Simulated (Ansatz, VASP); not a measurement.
GaN: VASP beside Ansatz

File INCAR:

```
SYSTEM = GaN
  PREC = Accurate
  ENCUT = 600
  EDIFF = 1E-7
  ISMEAR = 0
  SIGMA = 0.02
  LREAL = .False.
  LASPH = .True.
  NELM = 120
  ALGO = Normal
  ISIF = 3
  LWAVE = .False.
  LCHARG = .False.
  GGA = CA
  IBRION = 2
  NSW = 100
  EDIFFG = -0.002
  GGA_COMPAT = .False.
  NELMIN = 4
```

KPOINTS

```
Automatic mesh
0
Gamma
  12 12 12
  0 0 0
```

File POSCAR:

```
GaN
1.0
    0.0000000000      2.0910323418      2.0910323418
    2.0910323418      0.0000000000      2.0910323418
    2.0910323418      2.0910323418      0.0000000000
Ga N
1 1
Direct
    0.0000000000      0.0000000000      0.0000000000
    0.5000000000      0.5000000000      0.5000000000
```

Input for Ansatz:

```yaml
crystal:
  lattice:
    - [0.0, 2.0910323424, 2.0910323424]
    - [2.0910323424, 0.0, 2.0910323424]
    - [2.0910323424, 2.0910323424, 0.0]
  atoms:
    - { symbol: Ga, position: [0.0, 0.0, 0.0] }
    - { symbol: "N", position: [0.5, 0.5, 0.5] }
basis:
  ecutwfc: 420
kpoints:
  mp_grid: { grid: [12, 12, 12] }
hamiltonian:
  xc: lda
  pseudopotentials: { kind: paw, azcp: { folder: soft_1 } }
scf:
  occupations: { method: gaussian, width: 0.02 }
output:
  forces: true
  stress: true
  eigenvalues: true
  write_density: true
  write_potential: true
  elf: true
  volumetric_format: npy
relax:
  adjacent_minimum: "off"
  f_tol: 0.002
  max_steps: 80
  cell: { stress_tol: 0.02 }
```

Alike in both runs: task relaxation of cell and atoms; functional LDA; k mesh 12 × 12 × 12; occupations gaussian, width 0.02 eV; no spin polarisation.

|  | VASP | Ansatz |
| --- | --- | --- |
| version | VASP 6.6.1 | Ansatz 0.2.0 |
| potentials or method | VASP PAW LDA potentials, release 64 (Ga_d, N), cutoff 600 eV | scalar-relativistic, plane waves, PAW |
| valence electrons in the cell | 18 | 18 |

```tsv
	VASP	Ansatz	Ansatz less VASP
gap on the k mesh at the Fermi level, each at its own relaxed structure (eV)	0.58	0.60	+0.018
relaxed volume (Å³/atom)	9.19	9.14	-0.048
relaxed cell length with the largest relative difference (Å)	2.962	2.956	-0.0052
```

Ansatz warns that its potentials were made for another functional, while VASP's fit it. LDA's correlation is that of Perdew and Zunger in VASP and of Perdew and Wang (1992) in Ansatz.
